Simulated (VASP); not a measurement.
A run of VASP 6.6.1 is set up as follows.

Contents of INCAR:

```
ALGO = Normal ; EDIFF = 1E-6
ENCUT = 650 ; GGA = PE
GGA_COMPAT = F ; ISIF = 2
ISMEAR = -1 ; ISYM = -1
LASPH = T ; LCHARG = F
LREAL = Auto ; LWAVE = F
NBANDS = 116 ; NELECT = 194.0
NELM = 120 ; PREC = Accurate
SIGMA = 0.01
```

The input KPOINTS:

```
explicit points
1
Reciprocal
  0.25000000   0.25000000   0.25000000 1
```

File POSCAR:

```
LiTi8O16
1.0
    0.0000000000     -7.5970067500      0.0000000000
    7.5970067500      0.0000000000      0.0000000000
   -1.8992516900      1.8992516900      4.8515712600
Ti O Li
8 16 1
Direct
    0.0003731777      0.0013823451      0.0096059218
    0.3846191777      0.1176808521      0.5074425604
   -0.0029515510      0.5049009315      0.0073658717
    0.3835554032      0.6280722894      0.5053184429
    0.4999977520      0.0018972916      0.0074632932
    0.8742497875      0.1184742713      0.5093245068
    0.5006412522      0.5015242384      0.0050733287
    0.8734065287      0.6286907016      0.5073989514
    0.4778624383      0.2277654325      0.9177888962
    0.1056751924      0.1094506451      0.4233624657
    0.2743956515      0.0241012191      0.0970074475
    0.3930353993      0.3965173346      0.5913541849
    0.4774554032      0.7281936955      0.9157990562
    0.1050428832      0.5924905030      0.4197616967
    0.2732713234      0.5273097720      0.0902683384
    0.4002230703      0.8956693792      0.5914734472
    0.9745801890      0.2287118006      0.9243507155
    0.6065157681      0.1021565279      0.4233495888
    0.7739101172      0.0242438302      0.0988800084
    0.9096654153      0.3970574163      0.5949226991
    0.9734507858      0.7288697794      0.9196901645
    0.6060635791      0.5976549636      0.4211331869
    0.7731583016      0.5282068294      0.0950406919
    0.9052350649      0.8960098057      0.5935427106
    0.1290269700      0.3733565261      0.5076505928
```

Potentials or basis: VASP PAW PBE potentials, release 64 (Ti_sv, O, Li_sv).

Command:

```console
$ cat potpaw_PBE.64/Ti_sv/POTCAR potpaw_PBE.64/O/POTCAR potpaw_PBE.64/Li_sv/POTCAR > POTCAR
$ mpirun -np 1 vasp_std > vasp.out
```

Estimate the largest force.

0.037 eV/Å.

Forces on the atoms (eV/Å):
```
Ti  -0.034  0.009  0.003
Ti   0.012  0.030  0.000
Ti  -0.008 -0.010 -0.001
Ti   0.004  0.002 -0.009
Ti  -0.004 -0.010  0.011
Ti   0.011 -0.005  0.010
Ti  -0.002  0.009  0.036
Ti  -0.001 -0.012  0.013
O   -0.003  0.001  0.016
O   -0.011 -0.007  0.015
O    0.003  0.006 -0.023
O   -0.003 -0.007 -0.023
O    0.006 -0.001  0.019
O    0.007 -0.006  0.016
O    0.003  0.004 -0.024
O    0.003 -0.004 -0.018
O    0.006 -0.002  0.015
O   -0.009 -0.010  0.010
O    0.008  0.005 -0.027
O   -0.001  0.008 -0.023
O    0.008 -0.003  0.018
O   -0.013  0.000  0.011
O    0.010  0.004 -0.028
O    0.004 -0.004 -0.015
Li   0.006  0.002 -0.001
```

Caveat: the cell carries a net charge on a neutralising background, which shifts energy and pressure.
